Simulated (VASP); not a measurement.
# Al (Fm-3m) in VASP: further runs, part 2 of 2

VASP 6.6.1. Earlier steps stand in the parts before.

## Step 3: Single point, HSE06

This run uses another cell than the first one, of 17.27 Å³/atom.

File POSCAR:

```
Al
1.0
    0.0000000000      2.0514502267      2.0514502267
    2.0514502267      0.0000000000      2.0514502267
    2.0514502267      2.0514502267      0.0000000000
Al
1
Direct
    0.0000000000      0.0000000000      0.0000000000
```

File INCAR.step1:

```
SYSTEM = Al
PREC = Accurate ; ENCUT = 520
EDIFF = 1E-5 ; ISMEAR = -1
SIGMA = 0.05 ; LREAL = .False.
LASPH = .True. ; NELM = 80
ALGO = Normal ; ISIF = 2
LWAVE = .True. ; LCHARG = .False.
NBANDS = 8 ; GGA = PE
```

File INCAR.step2:

```
SYSTEM = Al
PREC = Accurate ; ENCUT = 520
EDIFF = 1E-7 ; ISMEAR = -1
SIGMA = 0.05 ; LREAL = .False.
LASPH = .True. ; NELM = 80
ALGO = Normal ; ISIF = 2
LWAVE = .False. ; LCHARG = .False.
GGA = PE ; LHFCALC = .True.
HFSCREEN = 0.2079 ; PRECFOCK = Normal
NBANDS = 8 ; ISTART = 1
```

File KPOINTS:

```
Automatic mesh
0
Gamma
  6 6 6
  0 0 0
```

Potentials or basis: VASP PAW PBE potentials, release 64 (Al).

On the command line:

```console
> cat potpaw_PBE.64/Al/POTCAR > POTCAR
> cp INCAR.step1 INCAR
> mpirun -np 1 vasp_std > vasp.out
> cp INCAR.step2 INCAR
> mpirun -np 1 vasp_std > vasp.out
```

OUTCAR:

```text
SYSTEM = Al
   PREC = Accurate
   ENCUT = 520
   EDIFF = 1E-7
   ISMEAR = -1
   LREAL = .False.
   LASPH = .True.
   NELM = 80
   ISIF = 2
   GGA = PE
   LHFCALC = .True.
   HFSCREEN = 0.2079
   PRECFOCK = Normal
   ISTART = 1

 ion  position               nearest neighbor table
   1  0.000  0.000  0.000-

  LATTYP: Found a face centered cubic cell.
 ALAT       =     4.1029004534

  Lattice vectors:

 A1 = (   0.0000000000,   2.0514502267,   2.0514502267)
 A2 = (   2.0514502267,   0.0000000000,   2.0514502267)
 A3 = (   2.0514502267,   2.0514502267,   0.0000000000)

Analysis of symmetry for initial positions (statically):
=====================================================================
 Subroutine PRICEL returns:
 Original cell was already a primitive cell.

 Routine SETGRP: Setting up the symmetry group for a
 face centered cubic supercell.

 Subroutine GETGRP returns: Found 48 space group operations
 (whereof 48 operations were pure point group operations)
 out of a pool of 48 trial point group operations.

The static configuration has the point symmetry O_h .

Analysis of symmetry for dynamics (positions and initial velocities):
=====================================================================
 Subroutine PRICEL returns:
 Original cell was already a primitive cell.

 Routine SETGRP: Setting up the symmetry group for a
 face centered cubic supercell.

 Subroutine GETGRP returns: Found 48 space group operations
 (whereof 48 operations were pure point group operations)
 out of a pool of 48 trial point group operations.

The dynamic configuration has the point symmetry O_h .

 Subroutine INISYM returns: Found 48 space group operations
 (whereof 48 operations are pure point group operations),
 and found     1 'primitive' translations

[... 111 lines left out ...]
   ENCUT4O =  -1.0   cutoff for four orbital integrals eV
   NKREDX  =     1    reduce k-point grid by
   NKREDY  =     1    reduce k-point grid by
   NKREDZ  =     1    reduce k-point grid by
   AEXX    =    0.2500 exact exchange contribution
   HFSCREEN=    0.2079 screening length (either q_TF or 0.3 A-1)
   HFSCREENC=   0.2079 screening length for correlation (either q_TF or 0.3 A-1)
   ENCUTFOCK=  -1.0 apply spherical cutoff to Coloumb kernel
   IVDW    =     0    specifies the selected vdW correction
   LEPSILON=     F    determine dielectric tensor
   LRPA    =     F    only Hartree local field effects (RPA)
 non-spin polarized calculation
  energy-cutoff  :      520.00
  volume of cell :       17.27
 maximum number of plane-waves:       483
 NGX is ok and might be reduce to    24
  NGX = 18; NGY = 18; NGZ = 18

 number of electron       3.0000000 magnetization

 Free energy of the ion-electron system (eV)
  ---------------------------------------------------
  ext. energy  EPLUGINS =         0.00000000
  ---------------------------------------------------
  free energy    TOTEN  =        -4.16743751 eV

  energy without entropy =       -4.16315415  energy(sigma->0) =       -4.16529583

 E-fermi :   7.9250     XC(G=0):  -8.2877

 val. band max:        6.8448300842   @ k =  -0.3333   0.5000   0.1667
 cond. band min:       7.9466040891   @ k =  -0.3333   0.3333   0.0000
 fundamental gap:      1.1017740049
 Fermi energy:         7.9249784829

 k-point     1 :       0.0000    0.0000    0.0000
  band No.  band energies     occupation
      1      -4.8343      2.00000
      2      20.9563      0.00000
      3      20.9563      0.00000
      4      20.9563      0.00000
      5      22.1384      0.00000
      6      22.1384      0.00000
      7      22.1384      0.00000
      8      24.6148      0.00000
[... 155 lines left out ...]
 k-point    16 :      -0.3333    0.5000    0.1667
  band No.  band energies     occupation
      1       5.3127      2.00000
      2       6.8448      2.00000
      3       8.4557      0.00005
      4      10.0417      0.00000
      5      20.1497      0.00000
      6      21.8592      0.00000
      7      28.3132      0.00000
      8      29.3063      0.00000

------------------------ aborting loop because EDIFF is reached ----------------------------------------

  FORCE on cell =-STRESS in cart. coord.  units (eV):
  Direction    XX          YY          ZZ          XY          YZ          ZX
  --------------------------------------------------------------------------------------
  -------------------------------------------------------------------------------------
  Total       -0.3933826     -0.3933826     -0.3933826      0.0000000      0.0000000     -0.0000000
  in kB      -36.5016730    -36.5016730    -36.5016730      0.0000000      0.0000000     -0.0000000
  external PRESSURE =     -36.5016730 kB  Pullay stress =       0.0000000 kB

 VOLUME and BASIS-vectors are now :
 -----------------------------------------------------------------------------
  energy-cutoff  :      520.00
  volume of cell :       17.27
      direct lattice vectors                 reciprocal lattice vectors
     0.000000000  2.051450227  2.051450227    -0.243730018  0.243730018  0.243730018
     2.051450227  0.000000000  2.051450227     0.243730018 -0.243730018  0.243730018
     2.051450227  2.051450227  0.000000000     0.243730018  0.243730018 -0.243730018

 POSITION                                       TOTAL-FORCE (eV/Angst)
 -----------------------------------------------------------------------------------
      0.00000      0.00000      0.00000         0.000000      0.000000     -0.000000
 -----------------------------------------------------------------------------------
    total drift:                                0.000000      0.000000      0.000000

  FREE ENERGIE OF THE ION-ELECTRON SYSTEM (eV)
  ---------------------------------------------------
  free  energy   TOTEN  =        -4.1674375114 eV

  energy  without entropy=       -4.1631541455  energy(sigma->0) =       -4.16529583
```

OUTCAR.step1:

```text
SYSTEM = Al
   PREC = Accurate
   ENCUT = 520
   EDIFF = 1E-5
   ISMEAR = -1
   LREAL = .False.
[... 383 lines left out ...]
 -----------------------------------------------------------------------------------
      0.00000      0.00000      0.00000         0.000000      0.000000     -0.000000
 -----------------------------------------------------------------------------------
    total drift:                               -0.000000      0.000000     -0.000000

  FREE ENERGIE OF THE ION-ELECTRON SYSTEM (eV)
  ---------------------------------------------------
  free  energy   TOTEN  =        -3.8073494060 eV

  energy  without entropy=       -3.8031621967  energy(sigma->0) =       -3.80525580
```

OSZICAR.step1:

```text
N       E                     dE             d eps       ncg     rms          rms(c)
DAV:   1    -0.204237885088E+01   -0.20424E+01   -0.89103E+02   256   0.213E+02
DAV:   2    -0.382170921939E+01   -0.17793E+01   -0.17150E+01   408   0.197E+01
DAV:   3    -0.382897279265E+01   -0.72636E-02   -0.72634E-02   304   0.145E+00
DAV:   4    -0.382900000000E+01   -0.27207E-04   -0.27208E-04   400   0.789E-02
DAV:   5    -0.382900000296E+01   -0.29560E-08   -0.19386E-08   304   0.870E-04    0.120E+00
DAV:   6    -0.381640898803E+01    0.12591E-01   -0.18791E-03   320   0.202E-01    0.699E-01
DAV:   7    -0.380735689812E+01    0.90521E-02   -0.55364E-03   336   0.326E-01    0.138E-01
DAV:   8    -0.380734940604E+01    0.74921E-05   -0.12890E-05   344   0.255E-02
   1 F= -.38073494E+01 E0= -.38052558E+01  d E =-.418721E-02
```

Run time: 2.8 min. Hardware: 1 thread of AMD EPYC 7R13, shared host; peak memory 0.2 GiB.

Results:

- Free energy: -4.1674 eV
- Pressure: -3.7 GPa
- Band gap on the k mesh: zero (an odd number of electrons rules out a gap without spin polarisation)

Caveat: the k points lie up to 0.44 Å⁻¹ apart, too coarse for converged energies and pressures of a metal; the PAW data sets were made with another functional, which shifts forces and pressure a little.

## Step 4: Single point, HSE06

This run uses another cell than the first one, of 17.60 Å³/atom.

File POSCAR:

```
Al
1.0
    0.0000000000      2.0645171409      2.0645171409
    2.0645171409      0.0000000000      2.0645171409
    2.0645171409      2.0645171409      0.0000000000
Al
1
Direct
    0.0000000000      0.0000000000      0.0000000000
```

File INCAR.step1:

```
ALGO = Normal ; EDIFF = 1E-5
ENCUT = 520 ; GGA = PE
ISIF = 2 ; ISMEAR = -1
LASPH = True ; LREAL = False
LWAVE = True ; NBANDS = 8
NELM = 60 ; PREC = Accurate
SIGMA = 0.05
```

File INCAR.step2:

```
ALGO = Normal ; EDIFF = 1E-6
ENCUT = 520 ; GGA = PE
HFSCREEN = 0.2079 ; ISIF = 2
ISMEAR = -1 ; ISTART = 1
LASPH = True ; LCHARG = True
LELF = True ; LHFCALC = True
LREAL = False ; LVHAR = True
LWAVE = False ; NBANDS = 8
NELM = 60 ; PREC = Accurate
PRECFOCK = Normal ; SIGMA = 0.05
```

File KPOINTS:

```
k-points
0
Gamma
  6 6 6
```

On the command line:

```console
> cat potpaw_PBE.64/Al/POTCAR > POTCAR
> cp INCAR.step1 INCAR
> mpirun -np 1 vasp_std > vasp.out
> cp INCAR.step2 INCAR
> mpirun -np 1 vasp_std > vasp.out
```

It took 3.1 min on 1 thread of AMD EPYC 7R13, shared host; peak memory 0.2 GiB.

Results (log left out):

* Free energy: -4.1587 eV
* Pressure: -4.8 GPa
* Band gap on the k mesh: zero (an odd number of electrons rules out a gap without spin polarisation)

Levels at points of the mesh, in eV from the Fermi level:
```
           k point  band 1  band 2  band 3  band 4  band 5  band 6
(0.00, 0.00, 0.00)  -12.58   12.95   12.95   12.95   14.00   14.00
(0.50, 0.00, 0.00)   -5.35   -5.28   11.35   11.35   11.78   11.78
(0.50, 0.50, 0.00)   -3.57   -2.11    5.49    5.58    5.58    8.93
```

Caveat: the k points lie up to 0.44 Å⁻¹ apart, too coarse for converged energies and pressures of a metal; the PAW data sets were made with another functional, which shifts forces and pressure a little.

## Step 5: Single point, PBE0

This run uses another cell than the first one, of 17.60 Å³/atom.

POSCAR is that of step 4.

File INCAR.step1:

```
PREC = Accurate
ENCUT = 520
EDIFF = 1E-5
ISMEAR = -1
SIGMA = 0.05
LREAL = F
LASPH = T
NELM = 60
ALGO = Normal
ISIF = 2
LWAVE = T
LCHARG = F
NBANDS = 8
GGA = PE
```

File INCAR.step2:

```
PREC = Accurate
ENCUT = 520
EDIFF = 1E-6
ISMEAR = -1
SIGMA = 0.05
LREAL = F
LASPH = T
NELM = 60
ALGO = Normal
ISIF = 2
LWAVE = F
LCHARG = F
GGA = PE
LHFCALC = T
AEXX = 0.25
PRECFOCK = Normal
NBANDS = 8
ISTART = 1
```

File KPOINTS:

```
regular mesh
0
Gamma
  6 6 6
```

On the command line:

```console
> cat potpaw_PBE.64/Al/POTCAR > POTCAR
> cp INCAR.step1 INCAR
> mpirun -np 1 vasp_std > vasp.out
> cp INCAR.step2 INCAR
> mpirun -np 1 vasp_std > vasp.out
```

Wall time 4 min (1 thread of AMD EPYC 7R13, shared host); peak memory 0.11 GiB.

The run converged. Its results:

- Free energy: -4.4740 eV
- Pressure: -5.2 GPa
- Band gap on the k mesh: zero (an odd number of electrons rules out a gap without spin polarisation)

Levels at points of the mesh, in eV from the Fermi level:
```
           k point  band 1  band 2  band 3  band 4  band 5
(0.00, 0.00, 0.00)  -13.08   13.30   13.30   13.30   14.36
(0.50, 0.00, 0.00)   -5.83   -5.74   11.72   11.72   12.12
(0.50, 0.50, 0.00)   -3.98   -2.49    5.83    5.93    5.93
```

Caveat: the k points lie up to 0.44 Å⁻¹ apart, too coarse for converged energies and pressures of a metal; the PAW data sets were made with another functional, which shifts forces and pressure a little.

## Step 6: Summary

```csv
level,cell,screening parameter,gap on the mesh (eV),pressure (GPa)
HSE06,"a = 2.882 Å, angles 60.0°, 1 atom",0.2079 1/Å,none,-2.3
HSE06,"a = 2.901 Å, angles 60.0°, 1 atom",0.2079 1/Å,none,-3.7
HSE06,"a = 2.920 Å, angles 60.0°, 1 atom",0.2079 1/Å,none,-4.8
PBE0,"a = 2.920 Å, angles 60.0°, 1 atom",-,none,-5.2
```

Alike in all rows: task single point; potentials or basis VASP PAW PBE potentials, release 64 (Al); no spin polarisation; k mesh 6 × 6 × 6; cutoff (eV) 520; smearing fermi-dirac 0.05 eV.

Caveats: all runs use coarse meshes; the PAW data sets were made with another functional, which shifts forces and pressure a little.

Total energies depend on the potentials used, so only differences within one code and one set of settings carry meaning.
